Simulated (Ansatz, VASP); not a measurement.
Two plane-wave programs on Na2F

```
CELL_PARAMETERS angstrom
3.35207 0.00000 0.00000
-1.67603 2.90298 0.00000
0.00000 0.00000 11.67769
ATOMIC_POSITIONS crystal
Na 0.66667 0.33333 0.11642
Na 0.66667 0.33333 0.61642
Na 0.33333 0.66667 0.38358
Na 0.33333 0.66667 0.88358
F 0.00000 0.00000 0.50000
F 0.00000 0.00000 0.00000
```

Alike in both runs: task single point; functional PBE; dispersion D3(BJ); k mesh 6 × 6 × 2; occupations gaussian, width 0.2 eV; no spin polarisation.

```csv
,VASP,Ansatz
version,VASP 6.6.1,Ansatz 0.2.0
potentials or method,"VASP PAW PBE potentials, release 64 (Na_pv, F), cutoff 520 eV","scalar-relativistic, plane waves, PAW"
valence electrons in the cell,42,50
```

|  | VASP | Ansatz | Ansatz less VASP |
| --- | --- | --- | --- |
| gap on the k mesh at the Fermi level (eV) | none | none | - |
| pressure (GPa) | -0.1 | 0.0 | +0.06 |

A gap of «none» marks a metal or a gap that the smearing closes. VASP's potentials hold 42 valence electrons a cell and Ansatz's 50, so a difference there can come from the potentials and not from the codes.

The k mesh is coarse, so the values compare programs but aren't converged.
